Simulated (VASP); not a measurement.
# Sr (I4/mmm) in VASP: a series of runs

Sr is run at these levels: PBEsol; tasks: single point.

All numbers are computed with VASP 6.6.1; they aren't measurements. Logs are shortened: lines on timing, memory, paths and dates and some standing lists are left out, and cuts for length are marked.

## Step 1: The cell of the first run

It takes space group I4/mmm (No. 139, tetragonal). The conventional cell has a = 3.958 Å, b = 3.958 Å, c = 6.571 Å, α = 90.00°, β = 90.00°, γ = 90.00°. Within 5.2 Å of Sr (site symmetry 4/mmm) lie 12 Sr at 3.96 to 4.32 Å.

## Step 2: Single point, PBEsol (strain -0.080 along x and y, +0.080 along z)

Contents of INCAR:

```
SYSTEM = Sr
PREC     = Accurate       ! precision mode
ENCUT    = 520            ! plane-wave cutoff, eV
EDIFF    = 1E-6           ! SCF threshold, eV
ISMEAR   = 0              ! smearing method
SIGMA    = 0.03           ! smearing width, eV
LREAL    = .False.        ! projectors in reciprocal space
LASPH    = .True.         ! aspherical terms in the spheres
NELM     = 100            ! most SCF steps
ALGO     = Normal         ! electronic algorithm
ISIF     = 2              ! what is computed and relaxed
LWAVE    = .False.        ! write WAVECAR
LCHARG   = .False.        ! write CHGCAR
GGA      = PS             ! functional
NBANDS   = 11             ! bands
```

Contents of KPOINTS:

```
regular mesh
0
Gamma
  10 10 10
  0 0 0
```

Contents of POSCAR:

```
Sr
1.0
    0.0000000000      2.7989620000      3.2857380000
    2.7989620000      0.0000000000      3.2857380000
    2.7989620000      2.7989620000      0.0000000000
Sr
1
Direct
    0.0000000000      0.0000000000      0.0000000000
```

Potentials or basis: VASP PAW PBE potentials, release 64 (Sr_sv).

Started as:

```
> cat potpaw_PBE.64/Sr_sv/POTCAR > POTCAR
> mpirun -np 1 vasp_std > vasp.out
```

OUTCAR:

```text
SYSTEM = Sr
   PREC = Accurate
   ENCUT = 520
   EDIFF = 1E-6
   ISMEAR = 0
   LREAL = .False.
   LASPH = .True.
   NELM = 100
   ISIF = 2
   GGA = PS

 ion  position               nearest neighbor table
   1  0.000  0.000  0.000-

  LATTYP: Found a body centered tetragonal cell.
 ALAT       =     3.9583300210
 C/A-ratio  =     1.6601637471

  Lattice vectors:

 A1 = (  -2.7989620000,   0.0000000000,   3.2857380000)
 A2 = (   2.7989620000,   0.0000000000,   3.2857380000)
 A3 = (   0.0000000000,   2.7989620000,  -3.2857380000)

Analysis of symmetry for initial positions (statically):
=====================================================================
 Subroutine PRICEL returns:
 Original cell was already a primitive cell.

 Routine SETGRP: Setting up the symmetry group for a
 body centered tetragonal supercell.

 Subroutine GETGRP returns: Found 16 space group operations
 (whereof 16 operations were pure point group operations)
 out of a pool of 16 trial point group operations.

The static configuration has the point symmetry D_4h.

Analysis of symmetry for dynamics (positions and initial velocities):
=====================================================================
 Subroutine PRICEL returns:
 Original cell was already a primitive cell.

 Routine SETGRP: Setting up the symmetry group for a
 body centered tetragonal supercell.

 Subroutine GETGRP returns: Found 16 space group operations
 (whereof 16 operations were pure point group operations)
 out of a pool of 16 trial point group operations.

The dynamic configuration has the point symmetry D_4h.

 Subroutine INISYM returns: Found 16 space group operations
 (whereof 16 operations are pure point group operations),
 and found     1 'primitive' translations

----------------------------------------------------------------------------------------

                                     Primitive cell

  volume of cell :      51.4822

  direct lattice vectors                    reciprocal lattice vectors
     0.000000000  2.798962000  3.285738000    -0.178637652  0.178637652  0.152172815
     2.798962000  0.000000000  3.285738000     0.178637652 -0.178637652  0.152172815
     2.798962000  2.798962000  0.000000000     0.178637652  0.178637652 -0.152172815

  length of vectors
     4.316278777  4.316278777  3.958330021     0.294922680  0.294922680  0.294922680

  position of ions in fractional coordinates (direct lattice)
     0.000000000  0.000000000  0.000000000
[... 81 lines left out ...]
   NFREE  =      0    steps in history (QN), initial steepest desc. (CG)
   ISIF   =      2    stress and relaxation
   ISYM   =      2    0-nonsym 1-usesym 2-fastsym
   POTIM  = 0.5000    time-step for ionic-motion
   TEBEG  =    0.0;   TEEND  =   0.0 temperature during run
   PSTRESS=    0.0 pullay stress
   NELECT =      10.0000    total number of electrons
   NUPDOWN=      -1.0000    fix difference up-down
   EMIN   =  10.00;   EMAX   =-10.00  energy-range for DOS
   EFERMI =   0.00;   METHOD = LEGACY
   ISMEAR =     0;   SIGMA  =   0.03  broadening in eV -4-tet -1-fermi 0-gaus
   EFERMI_NEDOS =   21; number of points for ismear=-14 and -15
   IALGO  =     38    algorithm
   IMIX   =      4    mixing-type and parameters
     AMIX     =   0.40;   BMIX     =  1.00
     AMIX_MAG =   1.60;   BMIX_MAG =  1.00
  volume/ion in A,a.u.               =      51.48       347.42
  Fermi-wavevector in a.u.,A,eV,Ry     =   0.948104  1.791656 12.230286  0.898901
  Thomas-Fermi vector in A             =   2.076260
   LORBIT       =      0    0 simple, 1 ext, 2 COOP (PROOUT), +10 PAW based schemes
   GGA     = PS    functional components
   LHFCALC =     F    Hartree Fock is set to
   AEXX    =    0.0000 exact exchange contribution
   IVDW    =     0    specifies the selected vdW correction
   LEPSILON=     F    determine dielectric tensor
   LRPA    =     F    only Hartree local field effects (RPA)
 non-spin polarized calculation
 Gauss-broadening in eV      SIGMA  =   0.03
  energy-cutoff  :      520.00
  volume of cell :       51.48
 maximum number of plane-waves:      1428
   NGX = 15   NGY = 15   NGZ = 15

 number of electron      10.0000000 magnetization

 Free energy of the ion-electron system (eV)
  ---------------------------------------------------
  ext. energy  EPLUGINS =         0.00000000
  ---------------------------------------------------
  free energy    TOTEN  =        -1.81797638 eV

  energy without entropy =       -1.81743943  energy(sigma->0) =       -1.81770791

 E-fermi :   1.7616     XC(G=0):  -7.6377

 val. band max:        1.6608386366   @ k =  -0.3000   0.4000   0.2000
 cond. band min:       1.7645347343   @ k =  -0.3000   0.4000   0.1000
 fundamental gap:      0.1036960977
 Fermi energy:         1.7615768624

 k-point     1 :       0.0000    0.0000    0.0000
  band No.  band energies     occupation
      1     -34.7046      2.00000
      2     -16.6056      2.00000
      3     -16.5789      2.00000
      4     -16.5789      2.00000
      5      -2.0306      2.00000
      6       3.5631      0.00000
      7       4.5385      0.00000
      8       4.5385      0.00000
      9       4.7646      0.00000
     10       6.4021      0.00000
     11       9.2415      0.00000
[... 309 lines left out ...]
 k-point    24 :       0.4000    0.3000    0.0000
  band No.  band energies     occupation
      1     -34.6906      2.00000
      2     -16.7662      2.00000
      3     -16.6370      2.00000
      4     -16.6163      2.00000
      5      -0.0169      2.00000
      6       2.4606      0.00000
      7       2.5780      0.00000
      8       5.8516      0.00000
      9       6.0920      0.00000
     10       6.8556      0.00000
     11       8.2642      0.00000

 [... further k-points ...]

------------------------ aborting loop because EDIFF is reached ----------------------------------------

  FORCE on cell =-STRESS in cart. coord.  units (eV):
  Direction    XX          YY          ZZ          XY          YZ          ZX
  --------------------------------------------------------------------------------------
  -------------------------------------------------------------------------------------
  Total        0.1978137      0.1978137     -0.3314084      0.0000000      0.0000000      0.0000000
  in kB        6.1561607      6.1561607    -10.3137620      0.0000000      0.0000000      0.0000000
  external PRESSURE =       0.6661865 kB  Pullay stress =       0.0000000 kB

 VOLUME and BASIS-vectors are now :
 -----------------------------------------------------------------------------
  energy-cutoff  :      520.00
  volume of cell :       51.48
      direct lattice vectors                 reciprocal lattice vectors
     0.000000000  2.798962000  3.285738000    -0.178637652  0.178637652  0.152172815
     2.798962000  0.000000000  3.285738000     0.178637652 -0.178637652  0.152172815
     2.798962000  2.798962000  0.000000000     0.178637652  0.178637652 -0.152172815

 POSITION                                       TOTAL-FORCE (eV/Angst)
 -----------------------------------------------------------------------------------
      0.00000      0.00000      0.00000         0.000000     -0.000000      0.000000
 -----------------------------------------------------------------------------------
    total drift:                               -0.000000     -0.000000      0.000000

  FREE ENERGIE OF THE ION-ELECTRON SYSTEM (eV)
  ---------------------------------------------------
  free  energy   TOTEN  =        -1.8179763822 eV

  energy  without entropy=       -1.8174394311  energy(sigma->0) =       -1.81770791
```

OSZICAR:

```text
N       E                     dE             d eps       ncg     rms          rms(c)
DAV:   1     0.357802266917E+02    0.35780E+02   -0.48387E+03  2244   0.792E+02
DAV:   2    -0.175944719359E+00   -0.35956E+02   -0.35292E+02  2596   0.153E+02
DAV:   3    -0.174453713647E+01   -0.15686E+01   -0.15554E+01  3198   0.241E+01
DAV:   4    -0.182150736688E+01   -0.76970E-01   -0.76860E-01  2979   0.480E+00
DAV:   5    -0.182306100483E+01   -0.15536E-02   -0.15536E-02  3243   0.564E-01    0.121E+01
DAV:   6    -0.181982848322E+01    0.32325E-02   -0.60009E-03  2759   0.865E-01    0.684E+00
DAV:   7    -0.181796383006E+01    0.18647E-02   -0.11574E-02  3354   0.113E+00    0.246E-01
DAV:   8    -0.181795094197E+01    0.12888E-04   -0.45813E-04  3049   0.141E-01    0.567E-02
DAV:   9    -0.181797277492E+01   -0.21833E-04   -0.59865E-05  3322   0.400E-02    0.204E-02
DAV:  10    -0.181797664303E+01   -0.38681E-05   -0.41031E-06  2729   0.177E-02    0.121E-02
DAV:  11    -0.181797638216E+01    0.26087E-06   -0.26816E-07  1574   0.427E-03
   1 F= -.18179764E+01 E0= -.18177079E+01  d E =-.536951E-03
```

It took 27 s on 1 thread of Intel Xeon Platinum 8259CL at 2.50GHz (Skylake/Cascade Lake), shared host; peak memory 0.21 GiB.

Results:

| Property | Result |
| --- | --- |
| Free energy | -1.8180 eV |
| Pressure | 0.1 GPa |
| Band gap on the k mesh | zero (band 5 reaches 1.78 eV, above the bottom of band 6 at 1.77 eV) |

Caveat: the cell differs from its parent crystal (strain -0.080 along x and y, +0.080 along z); the PAW data sets were made with another functional, which shifts forces and pressure a little.

## Step 3: Single point, PBEsol (strain +0.000 along x and y, -0.080 along z)

Contents of INCAR:

```
SYSTEM = Sr
PREC = Accurate
ENCUT = 520
EDIFF = 1E-6
ISMEAR = 0
SIGMA = 0.03
LREAL = .False.
LASPH = .True.
NELM = 80
ALGO = Fast
ISIF = 2
LWAVE = .False.
LCHARG = .False.
GGA = PS
NBANDS = 11
```

Contents of KPOINTS:

```
Automatic mesh
0
Gamma
  10 10 10
  0 0 0
```

Contents of POSCAR:

```
Sr
1.0
    0.0000000000      3.0423500000      2.7989620000
    3.0423500000      0.0000000000      2.7989620000
    3.0423500000      3.0423500000      0.0000000000
Sr
1
Direct
    0.0000000000      0.0000000000      0.0000000000
```

Potentials or basis: VASP PAW PBE potentials, release 64 (Sr_sv).

Started as:

```
> cat potpaw_PBE.64/Sr_sv/POTCAR > POTCAR
> mpirun -np 1 vasp_std > vasp.out
```

It took 35 s on 1 thread of Intel Xeon Platinum 8259CL at 2.50GHz (Skylake/Cascade Lake), shared host; peak memory 0.21 GiB.

Results (log left out):

```yaml
Free_energy: -1.8383 eV
Pressure: 0.0 GPa
Band_gap_on_the_k_mesh: zero (band 5 reaches 1.79 eV, above the bottom of band 6 at 1.73 eV)
```

Levels at points of the mesh, in eV from the Fermi level:
```tsv
k point	band 1	band 2	band 3	band 4	band 5	band 6	band 7	band 8	band 9	band 10
(0.00, 0.00, 0.00)	-36.47	-18.36	-18.36	-18.35	-3.79	2.23	2.23	2.67	3.54	4.21
(0.50, 0.00, 0.00)	-36.45	-18.60	-18.41	-18.37	-1.21	0.12	1.89	2.50	4.84	5.22
(0.50, 0.50, 0.00)	-36.44	-18.58	-18.47	-18.47	-0.62	0.10	1.68	5.03	5.10	5.10
(0.50, 0.00, 0.50)	-36.44	-18.59	-18.45	-18.42	-0.83	0.34	0.91	4.89	5.10	5.60
```

Caveat: the cell differs from its parent crystal (strain +0.000 along x and y, -0.080 along z); the PAW data sets were made with another functional, which shifts forces and pressure a little.
